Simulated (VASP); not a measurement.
Write the native input for VASP 6.6.1 that does the following.

* Task: single point
* Functional: PBEsol
* Potentials or basis: VASP PAW PBE potentials, release 64 (Pd)
* Cutoff: 520 eV
* k mesh: 2 × 2 × 2
* Occupations: fermi-dirac, width 0.05 eV
* Spin: no spin polarisation
* Dipole correction: no
* Further INCAR settings: ALGO = Normal; EDIFF = 1e-06; NBANDS = 44

The structure of Pd (a cell with a defect) lies in POSCAR:

```
Pd
1.0
    0.0000000000      3.8930000000      3.8930000000
    3.8930000000      0.0000000000      3.8930000000
    3.8930000000      3.8930000000      0.0000000000
Pd
7
Direct
   -0.0001027485     -0.0000210634      0.3818022091
    0.0082622656      0.5299678911     -0.0222725405
   -0.0083079887      0.4697513486      0.5161166196
    0.5299316722      0.0083996918     -0.0223113280
    0.4703153095     -0.0082909068      0.5158115849
    0.4999398921      0.5001222707      0.0116437195
    0.4999617262      0.5000706396      0.4942096070
```

These files were run (other wordings do the same):

INCAR

```
SYSTEM = Pd
  ALGO = Normal
  EDIFF = 1E-6
  ENCUT = 520
  GGA = PS
  ISIF = 2
  ISMEAR = -1
  LASPH = .True.
  LCHARG = .True.
  LELF = .True.
  LREAL = .False.
  LVHAR = .True.
  LWAVE = .False.
  NBANDS = 44
  NELM = 100
  PREC = Accurate
  SIGMA = 0.05
```

KPOINTS

```
k-points
0
Gamma
  2 2 2
  0 0 0
```

Potentials or basis: VASP PAW PBE potentials, release 64 (Pd).

The run is started by

```bash
$ cat potpaw_PBE.64/Pd/POTCAR > POTCAR
$ mpirun -np 1 vasp_std > vasp.out
```

It gave:

- Pressure: -11.9 GPa
- Largest force: 1.362 eV/Å
- Band gap on the k mesh: zero (band 35 reaches 7.88 eV, above the bottom of band 36 at 7.29 eV)

Caveat: the k points lie up to 0.70 Å⁻¹ apart; the PAW data sets were made with another functional, which shifts forces and pressure a little.

Wall time 48 s on 1 thread of AMD EPYC 9R45 96-Core Processor (Zen 5), on a shared host, peak memory 0.22 GiB.
